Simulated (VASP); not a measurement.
BiAs (rocksalt type), 2 atoms in the cell. It takes space group Fm-3m (No. 225, cubic). Conventional cell: a = 6.073 Å, b = 6.073 Å, c = 6.073 Å, α = 90.00°, β = 90.00°, γ = 90.00°. As (site symmetry m-3m) has 6 Bi at 3.04 Å within 4.0 Å. Bi (site symmetry m-3m) has 6 As at 3.04 Å within 4.0 Å. 

| Property | Result |
| --- | --- |
| Program | VASP 6.6.1 |
| Task | single point |
| Functional | PBE |
| Potentials or basis | VASP PAW PBE potentials, release 64 (As, Bi_d) |
| Cutoff | 520 eV |
| k mesh | 11 × 11 × 11 |
| Occupations | fermi-dirac, width 0.03 eV |
| Spin | no spin polarisation |
| Dipole correction | no |
| Further INCAR settings | ALGO = Normal; EDIFF = 1e-06; NBANDS = 17 |

Potentials or basis: VASP PAW PBE potentials, release 64 (As, Bi_d).

Command:

```sh
$ cat potpaw_PBE.64/As/POTCAR potpaw_PBE.64/Bi_d/POTCAR > POTCAR
$ mpirun -np 1 vasp_std > vasp.out
```

Hardware: 1 thread of Intel Xeon 8259CL (shared host).

**Question.** How long does it take, and how much memory?

**Answer.** Run time: 47 s on 1 thread of Intel Xeon 8259CL, with other jobs on the host, peak memory 0.21 GiB. Counts: scf iterations 12, k points 56.
